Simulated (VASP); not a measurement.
Input of a VASP 6.6.1 run:

Contents of INCAR:

```
SYSTEM = FeO
ALGO = Normal
EDIFF = 1E-6
ENCUT = 520
GGA = PE
ISIF = 2
ISMEAR = -1
ISPIN = 2
IVDW = 13
LASPH = .True.
LCHARG = .True.
LELF = .True.
LMAXMIX = 4
LORBIT = 11
LREAL = .False.
LVHAR = .True.
LWAVE = .False.
MAGMOM = 3 0
NBANDS = 18
NELM = 150
PREC = Accurate
SIGMA = 0.05
```

The input KPOINTS:

```
k-points
0
Gamma
  11 11 11
  0 0 0
```

File POSCAR:

```
FeO
1.0
    0.0000000000      2.1428703007      2.1428703007
    2.1428703007      0.0000000000      2.1428703007
    2.1428703007      2.1428703007      0.0000000000
Fe O
1 1
Direct
    0.0000000000      0.0000000000      0.0000000000
    0.5000000000      0.5000000000      0.5000000000
```

Potentials or basis: VASP PAW PBE potentials, release 64 (Fe, O).

Command:

```console
$ cat potpaw_PBE.64/Fe/POTCAR potpaw_PBE.64/O/POTCAR > POTCAR
$ mpirun -np 1 vasp_std > vasp.out
```

Question: Predict the net moment.

Answer: 4.00 μB per cell.

Question: What does it give for the pressure?

Answer: 0.1 GPa.

Question: What does it give for the band gap on the k mesh?

Answer: Zero (filled and empty bands overlap).

Question: Estimate the site moments.

Answer: Fe +3.62; O +0.30 μB.

Caveat: a cell with one magnetic atom can't hold antiferromagnetic order, which such compounds often take; semilocal functionals often make such compounds metallic where correlation or magnetic order opens a gap, which also shifts bond lengths.

**The experiment to reproduce.**

“W\"ustite: Electric, thermodynamic and optical properties of FeO”, 2012, arxiv:1203.1201 quotes, for a bulk crystal of FeO: band gap 2.4 eV (optical).

Measured gap of FeO: 2.4 eV (optical; quoted in “W\"ustite: Electric, thermodynamic and optical properties of FeO”, 2012, arxiv:1203.1201). This calculation gives 0.00 eV (-2.40 eV). So large a miss can be the level of theory's own, or it may mean another phase, state or a wrong row. The value is that of PBE+D4 on a finite k mesh, which can miss the band edges, without temperature or zero-point motion. Semilocal functionals fall short of measured gaps as a rule. The run's magnetic order (collinear spin, ferromagnetic start) needn't be the measured crystal's.
